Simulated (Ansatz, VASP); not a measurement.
**HfC: VASP beside Ansatz**

File INCAR:

```
PREC = Accurate
ENCUT = 600
EDIFF = 1E-6
ISMEAR = 0
SIGMA = 0.025
LREAL = F
LASPH = T
NELM = 200
ALGO = Normal
ISIF = 2
LWAVE = F
LCHARG = F
MAGMOM = 0 0 0 0 0 0
LORBIT = 11
LSORBIT = T
GGA_COMPAT = F
LORBMOM = T
LMAXMIX = 4
GGA = LIBXC
LIBXC1 = GGA_X_RPBE
LIBXC2 = GGA_C_LYP
NBANDS = 26
```

KPOINTS

```
regular mesh
0
Gamma
  8 8 8
```

Contents of POSCAR:

```
HfC
1.0
    0.0000000000      2.3093955030      2.3093955030
    2.3093955030      0.0000000000      2.3093955030
    2.3093955030      2.3093955030      0.0000000000
Hf C
1 1
Direct
    0.5000000000      0.5000000000      0.5000000000
    0.0000000000      0.0000000000      0.0000000000
```

The input input.yaml:

```yaml
crystal:
  lattice:
    - [0.0, 2.309395503, 2.309395503]
    - [2.309395503, 0.0, 2.309395503]
    - [2.309395503, 2.309395503, 0.0]
  atoms:
    - { symbol: Hf, position: [0.5, 0.5, 0.5] }
    - { symbol: C, position: [0.0, 0.0, 0.0] }
kpoints:
  mp_grid: { grid: [8, 8, 8] }
scf:
  occupations: { method: gaussian, width: 0.025 }
hamiltonian:
  xc: { exchange: rpbe, correlation: lyp }
  pseudopotentials: { kind: all_electron, lapw: { basis_error: 0.002 } }
magnetization:
  noncollinear: true
  spin_orbit: true
output:
  forces: true
  stress: true
  eigenvalues: true
```

Change from the starting cell: volume scaled by 0.98.

Alike in both runs: task single point; functional rpbe exchange, lyp correlation; k mesh 8 × 8 × 8; occupations gaussian, width 0.025 eV; non-collinear spin, spin-orbit coupling.

```csv
,VASP,Ansatz
version,VASP 6.6.1,Ansatz 0.2.0
potentials or method,"VASP PAW PBE potentials, release 64 (Hf_pv, C), cutoff 600 eV","all-electron LAPW, relativistic spinors"
```

VASP gave:

```
pressure (GPa) : 16.1
```

**Question.** Estimate Ansatz's values.

**Answer.** Pressure (GPa): 16.4.

VASP's potentials were made for PBE, not for rpbe exchange, lyp correlation. Ansatz ran all-electron here, and VASP with PAW potentials.

Noted on Ansatz's run: the k mesh is thin for a metal, which can move the energy by tens of meV per atom.
